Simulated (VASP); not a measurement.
Here is a VASP 6.6.1 calculation.

INCAR

```
SYSTEM = Ti
PREC     = Accurate       ! precision mode
ENCUT    = 520            ! plane-wave cutoff, eV
EDIFF    = 1E-8           ! SCF threshold, eV
ISMEAR   = -1             ! smearing method
SIGMA    = 0.05           ! smearing width, eV
LREAL    = .False.        ! projectors in reciprocal space
LASPH    = .True.         ! aspherical terms in the spheres
NELM     = 80             ! most SCF steps
ALGO     = Normal         ! electronic algorithm
ISIF     = 2              ! what is computed and relaxed
LWAVE    = .False.        ! write WAVECAR
LCHARG   = .False.        ! write CHGCAR
GGA      = PS             ! functional
LEFG     = .True.       
NBANDS   = 12             ! bands
```

The input KPOINTS:

```
regular mesh
0
Gamma
  14 14 14
  0 0 0
```

Contents of POSCAR:

```
Ti
1.0
   -1.6738200000      1.6410000000      1.6410000000
    1.6410000000     -1.6738200000      1.6410000000
    1.6410000000      1.6410000000     -1.6738200000
Ti
1
Direct
    0.0000000000      0.0000000000      0.0000000000
```

Potentials or basis: VASP PAW PBE potentials, release 64 (Ti_sv).

Launch:

```bash
$ cat potpaw_PBE.64/Ti_sv/POTCAR > POTCAR
$ mpirun -np 1 vasp_std > vasp.out
```

(1) Estimate the pressure.

(2) What does it give for the band gap on the k mesh?

Results:

(1) -6.8 GPa.

(2) zero (band 6 reaches 8.64 eV, above the bottom of band 7 at 7.09 eV).

Caveat: the cell differs from its parent crystal (equal xy, yz and zx shear strains of -2 %); without QUAD_EFG the Cq values of the log hold for a quadrupole moment of 1 mb, not for the nuclei; the PAW data sets were made with another functional, which shifts forces and pressure a little.
